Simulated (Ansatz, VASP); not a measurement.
## Y: VASP beside Ansatz

```
CELL_PARAMETERS angstrom
3.65150 0.04564 0.00000
-1.78622 3.13947 0.00000
0.00000 0.00000 5.74740
ATOMIC_POSITIONS crystal
Y 0.33333 0.66667 0.25000
Y 0.66667 0.33333 0.75000
```

Change from the starting cell: strain +0.0250 x Voigt [0, 0, 0, 0, 0, 1], atoms carried along.

Alike in both runs: task single point; functional PBEsol; k mesh 18 × 18 × 8; occupations gaussian, width 0.15 eV; no spin polarisation.

```csv
,VASP,Ansatz
version,VASP 6.6.1,Ansatz 0.2.0
potentials or method,"VASP PAW PBE potentials, release 64 (Y_sv), cutoff 520 eV","scalar-relativistic, plane waves, PAW"
valence electrons in the cell,22,22
```

Ansatz gave:

- gap on the k mesh at the Fermi level (eV): none
- pressure (GPa): -2.2
- traceless stress, the component that is largest in VASP (GPa): -0.70
- rms of the force components (eV/Å): 0.018

Question: What did VASP give for the same quantities?

Answer: gap on the k mesh at the Fermi level (eV): none; pressure (GPa): -2.3; traceless stress, the component that is largest in VASP (GPa): -0.70; rms of the force components (eV/Å): 0.018.

VASP's potentials were made for PBE, not for PBEsol. Atom by atom the forces differ by 0.000 eV/Å (rms over components). A gap of «none» marks a metal or a gap that the smearing closes.
